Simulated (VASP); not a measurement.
**Al2Cu: single point with PBE**

The system is Al2Cu.

```
CELL_PARAMETERS angstrom
4.12116 0.00000 0.00000
0.00000 4.12116 0.00000
0.00000 0.00000 2.88473
ATOMIC_POSITIONS crystal
Al 0.50000 0.00195 0.50000
Al 0.00000 0.49139 0.50000
Cu 0.00000 0.00283 0.00000
```

This cell differs from its parent crystal: mode 4 frozen in at +0.000 Å and mode 9 at -0.035 Å (largest displacements).

* Program: VASP 6.6.1
* Task: single point
* Functional: PBE
* Potentials or basis: VASP PAW PBE potentials, release 64 (Al, Cu)
* Cutoff: 520 eV
* k mesh: 10 × 10 × 14
* Occupations: gaussian, width 0.15 eV
* Spin: no spin polarisation

```
Pressure      : 0.0 GPa
Largest force : 0.407 eV/Å
```

Forces on the atoms (eV/Å):
```
Al   0.000 -0.092  0.000
Al   0.000  0.407  0.000
Cu   0.000 -0.314  0.000
```

Stress tensor (GPa, compression positive):
```
-0.03  0.00  0.00
 0.00  0.07  0.00
 0.00  0.00  0.02
```

Levels at points of the mesh, in eV from the Fermi level:
```tsv
k point	band 6	band 7	band 8	band 9	band 10	band 11	band 12	band 13
(0.00, 0.00, 0.00)	-3.98	-2.36	-2.35	-0.15	0.92	6.09	6.10	6.10
(0.50, 0.00, 0.00)	-4.01	-3.98	-1.05	1.54	1.73	1.86	7.48	8.34
(0.00, 0.50, 0.00)	-4.02	-3.98	-1.06	1.55	1.72	1.87	7.47	8.35
(0.50, 0.50, 0.00)	-4.15	-4.01	-4.01	-2.39	8.52	8.53	9.40	9.74
(0.00, 0.00, 0.50)	-4.01	-2.95	2.45	2.53	2.53	2.79	2.81	3.18
(0.50, 0.00, 0.50)	-4.07	-3.00	-2.42	-1.67	3.66	4.02	4.33	4.94
(0.00, 0.50, 0.50)	-4.07	-3.00	-2.41	-1.67	3.65	4.01	4.36	4.91
(0.50, 0.50, 0.50)	-3.40	-2.23	-2.23	-0.84	-0.79	-0.08	-0.07	2.46
```

It took 4 min on 1 thread of AMD EPYC 7R43 64-Core Processor (Zen 3), with other jobs on the host, peak memory 0.29 GiB.

Caveat: the cell differs from its parent crystal (mode 4 frozen in at +0.000 Å and mode 9 at -0.035 Å (largest displacements)).
